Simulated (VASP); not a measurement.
V: single point with PBEsol

The system is V.

```xyz
1
Lattice="-1.5144 1.5144 1.5144 1.5144 -1.5144 1.5144 1.5144 1.5144 -1.5144" Properties=species:S:1:pos:R:3 pbc="T T T"
V     0.0000    0.0000    0.0000
```

```yaml
Program: VASP 6.6.1
Task: single point
Functional: PBEsol
Potentials_or_basis: VASP PAW PBE potentials, release 64 (V_sv)
Cutoff: 520 eV
k_mesh: 12 × 12 × 12
Occupations: fermi-dirac, width 0.05 eV
Spin: collinear spin, ferromagnetic start
Starting_moments: "[-2.03] μB"
```

```yaml
Pressure: -11.9 GPa
Net_moment: 0.00 μB per cell
Valence_electrons_inside_the_program's_atomic_spheres: V 11.61
```

Levels at points of the mesh, in eV from the Fermi level:
Spin up:
```
           k point  band 3  band 4  band 5  band 6  band 7  band 8  band 9  band 10
(0.00, 0.00, 0.00)  -36.95  -36.95   -6.52    0.41    0.41    0.41    2.34     2.34
(0.50, 0.00, 0.00)  -37.21  -36.96   -3.07   -1.07    1.55    2.34    2.68     3.99
(0.50, 0.50, 0.50)  -37.52  -37.52   -2.86   -2.86    3.61    3.61    3.61     9.90
```
Spin down:
```csv
k point,band 3,band 4,band 5,band 6,band 7,band 8,band 9,band 10
"(0.00, 0.00, 0.00)",-36.95,-36.95,-6.52,0.41,0.41,0.41,2.34,2.34
"(0.50, 0.00, 0.00)",-37.21,-36.96,-3.07,-1.07,1.55,2.34,2.68,3.99
"(0.50, 0.50, 0.50)",-37.52,-37.52,-2.86,-2.86,3.61,3.61,3.61,9.90
```

Run time: 26 s on 1 thread of Intel(R) Xeon(R) Platinum 8488C (Sapphire Rapids), on a shared host, peak memory 0.14 GiB.

Caveat: the PAW data sets were made with another functional, which shifts forces and pressure a little.
